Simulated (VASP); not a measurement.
# BaZrO3 (Pm-3m) in VASP: a series of runs, part 2 of 2

VASP 6.6.1.

**3. Single point, PBEsol**

This run uses another cell than the first one, of 13.99 Å³/atom, 1.056 times its volume.

Contents of INCAR:

```
SYSTEM = BaZrO3
  PREC = Accurate
  ENCUT = 520
  EDIFF = 1E-6
  ISMEAR = 0
  SIGMA = 0.01
  LREAL = .FALSE.
  LASPH = .TRUE.
  NELM = 60
  ALGO = Normal
  ISIF = 2
  LWAVE = .FALSE.
  LCHARG = .TRUE.
  GGA = PS
  LELF = .TRUE.
  LVHAR = .TRUE.
  NBANDS = 28
```

Contents of KPOINTS:

```
regular mesh
0
G
  4 4 4
  0 0 0
```

Contents of POSCAR:

```
BaZrO3
1.0
    4.1202866125      0.0000000000      0.0000000000
    0.0000000000      4.1202866125      0.0000000000
    0.0000000000      0.0000000000      4.1202866125
Ba Zr O
1 1 3
Direct
    0.0000000000      0.0000000000      0.0000000000
    0.5000000000      0.5000000000      0.5000000000
    0.0000000000      0.5000000000      0.5000000000
    0.5000000000      0.0000000000      0.5000000000
    0.5000000000      0.5000000000      0.0000000000
```

Potentials or basis: VASP PAW PBE potentials, release 64 (Ba_sv, Zr_sv, O).

Command:

```
> cat potpaw_PBE.64/Ba_sv/POTCAR potpaw_PBE.64/Zr_sv/POTCAR potpaw_PBE.64/O/POTCAR > POTCAR
> mpirun -np 1 vasp_std > vasp.out
```

OUTCAR:

```text
SYSTEM = BaZrO3
   PREC = Accurate
   ENCUT = 520
   EDIFF = 1E-6
   ISMEAR = 0
   LREAL = .FALSE.
   LASPH = .TRUE.
   NELM = 60
   ISIF = 2
   GGA = PS

 ion  position               nearest neighbor table
   1  0.000  0.000  0.000-   3 2.91   4 2.91   5 2.91   3 2.91   4 2.91   3 2.91   5 2.91   3 2.91
                             4 2.91   5 2.91   4 2.91   5 2.91   2 3.57   2 3.57   2 3.57   2 3.57
   2  0.500  0.500  0.500-   3 2.06   4 2.06   5 2.06   5 2.06   4 2.06   3 2.06   1 3.57   1 3.57
                             1 3.57   1 3.57   1 3.57   1 3.57   1 3.57   1 3.57
   3  0.000  0.500  0.500-   2 2.06   2 2.06   1 2.91   1 2.91   1 2.91   1 2.91
   4  0.500  0.000  0.500-   2 2.06   2 2.06   1 2.91   1 2.91   1 2.91   1 2.91
   5  0.500  0.500  0.000-   2 2.06   2 2.06   1 2.91   1 2.91   1 2.91   1 2.91

  LATTYP: Found a simple cubic cell.
 ALAT       =     4.1202866125

  Lattice vectors:

 A1 = (   4.1202866125,   0.0000000000,   0.0000000000)
 A2 = (   0.0000000000,   4.1202866125,   0.0000000000)
 A3 = (   0.0000000000,   0.0000000000,   4.1202866125)

Analysis of symmetry for initial positions (statically):
=====================================================================
 Subroutine PRICEL returns:
 Original cell was already a primitive cell.

 Routine SETGRP: Setting up the symmetry group for a
 simple cubic supercell.

 Subroutine GETGRP returns: Found 48 space group operations
 (whereof 48 operations were pure point group operations)
 out of a pool of 48 trial point group operations.

The static configuration has the point symmetry O_h .

Analysis of symmetry for dynamics (positions and initial velocities):
=====================================================================
 Subroutine PRICEL returns:
 Original cell was already a primitive cell.

 Routine SETGRP: Setting up the symmetry group for a
 simple cubic supercell.

 Subroutine GETGRP returns: Found 48 space group operations
 (whereof 48 operations were pure point group operations)
 out of a pool of 48 trial point group operations.

The dynamic configuration has the point symmetry O_h .

 Subroutine INISYM returns: Found 48 space group operations
 (whereof 48 operations are pure point group operations),
 and found     1 'primitive' translations

----------------------------------------------------------------------------------------

                                     Primitive cell

  volume of cell :      69.9491

  direct lattice vectors                    reciprocal lattice vectors
     4.120286613  0.000000000  0.000000000     0.242701563  0.000000000  0.000000000
     0.000000000  4.120286613  0.000000000     0.000000000  0.242701563  0.000000000
     0.000000000  0.000000000  4.120286613     0.000000000  0.000000000  0.242701563

  length of vectors
     4.120286613  4.120286613  4.120286613     0.242701563  0.242701563  0.242701563

  position of ions in fractional coordinates (direct lattice)
     0.000000000  0.000000000  0.000000000
     0.500000000  0.500000000  0.500000000
     0.000000000  0.500000000  0.500000000
     0.500000000  0.000000000  0.500000000
     0.500000000  0.500000000  0.000000000

  ion indices of the primitive-cell ions
   primitive index   ion index
                 1           1
                 2           2
[... 33 lines left out ...]
  0.250000  0.000000  0.000000      6.000000
  0.500000  0.000000  0.000000      3.000000
  0.250000  0.250000  0.000000     12.000000
  0.500000  0.250000  0.000000     12.000000
  0.500000  0.500000  0.000000      3.000000
  0.250000  0.250000  0.250000      8.000000
  0.500000  0.250000  0.250000     12.000000
  0.500000  0.500000  0.250000      6.000000
  0.500000  0.500000  0.500000      1.000000
   k-points           NKPTS =     10   k-points in BZ     NKDIM =     10   number of bands    NBANDS=     28
   number of dos      NEDOS =    301   number of ions     NIONS =      5
   total plane-waves  NPLWV =  32768
   dimension x,y,z NGX =    32 NGY =   32 NGZ =   32
   dimension x,y,z NGXF=    64 NGYF=   64 NGZF=   64
   ions per type =               1   1   3
   NGX,Y,Z   is equivalent  to a cutoff of  12.91, 12.91, 12.91 a.u.
   NGXF,Y,Z  is equivalent  to a cutoff of  25.82, 25.82, 25.82 a.u.
 SYSTEM =  BaZrO3
   PREC   = accura    normal or accurate (medium, high low for compatibility)
   ISTART =      0    job   : 0-new  1-cont  2-samecut
   ICHARG =      2    charge: 1-file 2-atom 10-const
   ISPIN  =      1    spin polarized calculation?
   LNONCOLLINEAR =      F non collinear calculations
   LSORBIT =      F    spin-orbit coupling
   LASPH  =      T    aspherical Exc in radial PAW
   ENCUT  =  520.0 eV  38.22 Ry    6.18 a.u.   7.66  7.66  7.66*2*pi/ulx,y,z
   NELM   =     60;   NELMIN=  2; NELMDL= -5     # of ELM steps
   EDIFF  = 0.1E-05   stopping-criterion for ELM
   LREAL  =      F    real-space projection
   EDIFFG = 0.1E-04   stopping-criterion for IOM
   NSW    =      0    number of steps for IOM
   IBRION =     -1    ionic relax: 0-MD 1-quasi-New 2-CG
   NFREE  =      0    steps in history (QN), initial steepest desc. (CG)
   ISIF   =      2    stress and relaxation
   ISYM   =      2    0-nonsym 1-usesym 2-fastsym
   POTIM  = 0.5000    time-step for ionic-motion
   TEBEG  =    0.0;   TEEND  =   0.0 temperature during run
   PSTRESS=    0.0 pullay stress
   NELECT =      40.0000    total number of electrons
   NUPDOWN=      -1.0000    fix difference up-down
   EMIN   =  10.00;   EMAX   =-10.00  energy-range for DOS
   EFERMI =   0.00;   METHOD = LEGACY
   ISMEAR =     0;   SIGMA  =   0.01  broadening in eV -4-tet -1-fermi 0-gaus
   EFERMI_NEDOS =   21; number of points for ismear=-14 and -15
   IALGO  =     38    algorithm
   IMIX   =      4    mixing-type and parameters
     AMIX     =   0.40;   BMIX     =  1.00
     AMIX_MAG =   1.60;   BMIX_MAG =  1.00
  volume/ion in A,a.u.               =      13.99        94.41
  Fermi-wavevector in a.u.,A,eV,Ry     =   1.358837  2.567830 25.122318  1.846438
  Thomas-Fermi vector in A             =   2.485636
   LORBIT       =      0    0 simple, 1 ext, 2 COOP (PROOUT), +10 PAW based schemes
   GGA     = PS    functional components
   LHFCALC =     F    Hartree Fock is set to
   AEXX    =    0.0000 exact exchange contribution
   IVDW    =     0    specifies the selected vdW correction
   LEPSILON=     F    determine dielectric tensor
   LRPA    =     F    only Hartree local field effects (RPA)
 non-spin polarized calculation
 Gauss-broadening in eV      SIGMA  =   0.01
  energy-cutoff  :      520.00
  volume of cell :       69.95
 maximum number of plane-waves:      1924
 NGX is ok and might be reduce to    32
   NGX = 15   NGY = 15   NGZ = 15

 number of electron      40.0000022 magnetization

 Free energy of the ion-electron system (eV)
  ---------------------------------------------------
  ext. energy  EPLUGINS =         0.00000000
  ---------------------------------------------------
  free energy    TOTEN  =       -43.50792488 eV

  energy without entropy =      -43.50792488  energy(sigma->0) =      -43.50792488

 E-fermi :   4.1121     XC(G=0): -11.2837

 val. band max:        4.0135278010   @ k =   0.5000   0.5000   0.5000
 cond. band min:       7.2139761045   @ k =   0.0000   0.0000   0.0000
 fundamental gap:      3.2004483035
 Fermi energy:         4.1121248286

 k-point     1 :       0.0000    0.0000    0.0000
  band No.  band energies     occupation
      1     -42.5553      2.00000
      2     -21.0833      2.00000
      3     -20.8420      2.00000
      4     -20.8420      2.00000
      5     -20.8420      2.00000
      6     -12.3582      2.00000
[... 299 lines left out ...]
     27      13.5159      0.00000
     28      13.5159      0.00000

------------------------ aborting loop because EDIFF is reached ----------------------------------------

  FORCE on cell =-STRESS in cart. coord.  units (eV):
  Direction    XX          YY          ZZ          XY          YZ          ZX
  --------------------------------------------------------------------------------------
  -------------------------------------------------------------------------------------
  Total        4.0485191      4.0485191      4.0485191     -0.0000000      0.0000000     -0.0000000
  in kB       92.7309038     92.7309038     92.7309038     -0.0000000      0.0000000     -0.0000000
  external PRESSURE =      92.7309038 kB  Pullay stress =       0.0000000 kB

 VOLUME and BASIS-vectors are now :
 -----------------------------------------------------------------------------
  energy-cutoff  :      520.00
  volume of cell :       69.95
      direct lattice vectors                 reciprocal lattice vectors
     4.120286613  0.000000000  0.000000000     0.242701563  0.000000000  0.000000000
     0.000000000  4.120286613  0.000000000     0.000000000  0.242701563  0.000000000
     0.000000000  0.000000000  4.120286613     0.000000000  0.000000000  0.242701563

 POSITION                                       TOTAL-FORCE (eV/Angst)
 -----------------------------------------------------------------------------------
      0.00000      0.00000      0.00000         0.000000      0.000000      0.000000
      2.06014      2.06014      2.06014         0.000000      0.000000      0.000000
      0.00000      2.06014      2.06014         0.000000      0.000000      0.000000
      2.06014      0.00000      2.06014         0.000000      0.000000      0.000000
      2.06014      2.06014      0.00000         0.000000      0.000000      0.000000
 -----------------------------------------------------------------------------------
    total drift:                                0.000000     -0.000000     -0.000000

  FREE ENERGIE OF THE ION-ELECTRON SYSTEM (eV)
  ---------------------------------------------------
  free  energy   TOTEN  =       -43.5079248773 eV

  energy  without entropy=      -43.5079248773  energy(sigma->0) =      -43.50792488
```

stdout:

```text
POSCAR found type information on POSCAR BaZrO
 POSCAR found :  3 types and       5 ions
 scaLAPACK will be used
 -----------------------------------------------------------------------------
|                                                                             |
|                                                                             |
|     You enforced a specific xc type in the INCAR file but a different       |
|     I HOPE YOU KNOW WHAT YOU ARE DOING!                                     |
|                                                                             |
 -----------------------------------------------------------------------------

 LDA part: xc-table for (Slater+PW92), standard interpolation
 POSCAR, INCAR and KPOINTS ok, starting setup
 FFT: planning ... GRIDC
 FFT: planning ... GRID_SOFT
 FFT: planning ... GRID
 WAVECAR not read
 entering main loop
```

Wall time 35 s (1 thread of AMD EPYC 7R43 (Zen 3), shared host); peak memory 0.14 GiB.

What came out:

* Free energy: -43.5079 eV
* Pressure: 9.3 GPa
* Band gap on the k mesh: 3.20 eV, indirect (least direct gap 3.35 eV)

Caveat: the PAW data sets were made with another functional, which shifts forces and pressure a little; spin-orbit coupling is left out, which moves the levels of the heavy elements. A k mesh can miss the band edges.
